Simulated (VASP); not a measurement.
Runs of VASP 6.6.1 on HfO2. The structure is that of space group Fm-3m (No. 225), or close to it. The cells are those of the table. 

```csv
task,level,U,cell,k mesh,cutoff (eV),smearing,grid for exact exchange (PRECFOCK),share of exact exchange,screening parameter,gap on the mesh (eV),pressure (GPa)
single point,PBE,-,"a = 3.545, b = 3.545, c = 3.472 Å, angles 60.7, 60.7, 58.6°, 3 atoms",8 × 8 × 8,520,fermi-dirac 0.05 eV,-,-,-,3.51,16.2
single point,PBEsol,-,"a = 3.617 Å, angles 60.0°, 3 atoms",8 × 8 × 8,600,fermi-dirac 0.025 eV,-,-,-,3.60,-13.7
relaxation of cell and atoms,RPBE+D4,-,"relaxed from a = 3.617 Å, angles 60.0°, 3 atoms",9 × 9 × 9,600,fermi-dirac 0.05 eV,-,-,-,4.03,-0.1
single point,B3LYP,-,"a = 3.605 Å, angles 60.0°, 3 atoms",5 × 5 × 5,520,fermi-dirac 0.05 eV,Normal,0.2,-,5.93,(c)
single point,PBE+U,Hf d U = 4.0 eV,"a = 3.634 Å, angles 60.0°, 3 atoms",9 × 9 × 9,520,fermi-dirac 0.05 eV,-,-,-,4.30,1.1
single point,PBE-based screened hybrid with 25 % exact exchange,-,"a = 3.617 Å, angles 60.0°, 3 atoms",5 × 5 × 5,520,fermi-dirac 0.05 eV,Normal,0.25,0.2 1/Å,5.62,-13.3
single point,r2SCAN+rVV10,-,"a = 3.617 Å, angles 60.0°, 3 atoms",9 × 9 × 9,520,fermi-dirac 0.1 eV,-,-,-,(a),-13.4
single point,revPBE+D3(BJ),-,"a = 3.589 Å, angles 60.0°, 3 atoms",9 × 9 × 9,520,fermi-dirac 0.05 eV,-,-,-,(d),-3.9
single point,PBE,-,"a = 3.605 Å, angles 60.0°, 3 atoms",9 × 9 × 9,520,fermi-dirac 0.05 eV,-,-,-,3.87,-3.6
single point,PBE,-,"a = 3.617 Å, angles 60.0°, 3 atoms",4 × 4 × 4,520,fermi-dirac 0.04 eV,-,-,-,(b),-6.0
```

Alike in all rows: potentials or basis VASP PAW PBE potentials, release 64 (Hf_pv, O); no spin polarisation.

Task: Estimate the missing entries.

Result: (a) 4.29; (b) 3.73; (c) -3.8; (d) 3.98.

Caveats: some runs use coarse meshes; spin-orbit coupling is left out, which moves the levels of the heavy elements; an odd mesh through Γ misses points on the zone boundary, where band edges can lie (at least some runs); the PAW data sets were made with another functional, which shifts forces and pressure a little (at least some runs); the cell stands under tension (at least some runs); the cell stands under pressure (at least some runs).

A k mesh can miss the band edges, and the runs leave out spin-orbit coupling on Hf.
